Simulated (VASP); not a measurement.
Te, 4 atoms in the cell. The cell holds a slab with vacuum, 4 atoms: a = 3.304 Å, b = 3.304 Å, c = 24.012 Å, α = 90.00°, β = 90.00°, γ = 120.00°. 

- Program: VASP 6.6.1
- Task: single point
- Functional: PBE
- Potentials or basis: VASP PAW PBE potentials, release 64 (Te)
- Cutoff: 520 eV
- k mesh: 6 × 6 × 1
- Occupations: gaussian, width 0.1 eV
- Spin: no spin polarisation
- Dipole correction: no
- Further INCAR settings: ALGO = Normal; EDIFF = 1e-06; NBANDS = 20

Potentials or basis: VASP PAW PBE potentials, release 64 (Te).

Command:

```bash
$ cat potpaw_PBE.64/Te/POTCAR > POTCAR
$ mpirun -np 1 vasp_std > vasp.out
```

Hardware: 1 thread of AMD EPYC 9R45 (Zen 5), on a shared host.

**Question.** Estimate the wall time of this run.

**Answer.** Wall time 28 s on 1 thread of AMD EPYC 9R45 (Zen 5) (shared host), peak memory 0.31 GiB. Counts: scf iterations 14, k points 7.
